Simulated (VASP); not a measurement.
Os, 2 atoms in the cell. The structure is hexagonal, space group P6_3/mmc (No. 194). Conventional cell: a = 2.746 Å, b = 2.746 Å, c = 4.326 Å, α = 90.00°, β = 90.00°, γ = 120.00°. Os (site symmetry -6m2) has 12 Os at 2.68 to 2.75 Å within 3.5 Å. 

```yaml
Program: VASP 6.6.1
Task: relaxation of the atoms
Functional: PBE
Potentials_or_basis: VASP PAW PBE potentials, release 64 (Os)
Cutoff: 520 eV
k_mesh: 3 × 3 × 2
Occupations: gaussian, width 0.1 eV
Spin: no spin polarisation
Dipole_correction: no
Further_INCAR_settings: ALGO = Normal; EDIFF = 1e-06; IBRION = 2; EDIFFG = -0.01; NSW = 25
```

Potentials or basis: VASP PAW PBE potentials, release 64 (Os).

The run is started by

```console
$ cat potpaw_PBE.64/Os/POTCAR > POTCAR
$ mpirun -np 1 vasp_std > vasp.out
```

Hardware: 1 thread of Intel Xeon 8259CL, on a shared host.

Problem. How long does it take, and how much memory?

Solution. Wall time 9.2 s on 1 thread of Intel Xeon 8259CL, with other jobs on the host, peak memory 0.13 GiB. Counts: scf iterations 12, k points 6, ion steps 1.
